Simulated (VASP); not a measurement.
Input of a VASP 6.6.1 run:

The input INCAR:

```
SYSTEM = SnH5
PREC = Accurate ; ENCUT = 520
EDIFF = 1E-6 ; ISMEAR = 0
SIGMA = 0.1 ; LREAL = .False.
LASPH = .True. ; NELM = 100
ALGO = Normal ; ISIF = 2
LWAVE = .False. ; LCHARG = .False.
GGA = PE ; NBANDS = 18
```

Contents of KPOINTS:

```
regular mesh
0
Gamma
  6 6 4
  0 0 0
```

Contents of POSCAR:

```
SnH5
1.0
    3.5837080925      0.0000000000      0.0000000000
   -1.7918540462      3.1035822478      0.0000000000
    0.0000000000      0.0000000000     10.5964983228
Sn H
1 5
Direct
    0.6666666667      0.3333333333      0.0000000000
    0.0000000000      0.0000000000      0.0000000000
    0.0000000000      0.0000000000      0.3168598125
    0.0000000000      0.0000000000      0.6831401875
    0.0000000000      0.0000000000      0.6122953846
    0.0000000000      0.0000000000      0.3877046154
```

Potentials or basis: VASP PAW PBE potentials, release 64 (Sn_d, H).

Run with:

```console
$ cat potpaw_PBE.64/Sn_d/POTCAR potpaw_PBE.64/H/POTCAR > POTCAR
$ mpirun -np 1 vasp_std > vasp.out
```

(1) Estimate the largest force.

(2) Predict the band gap on the k mesh.

## Answers

(1) 0.011 eV/Å.

(2) zero (an odd number of electrons rules out a gap without spin polarisation).

Caveat: spin-orbit coupling is left out, which moves the levels of the heavy elements.
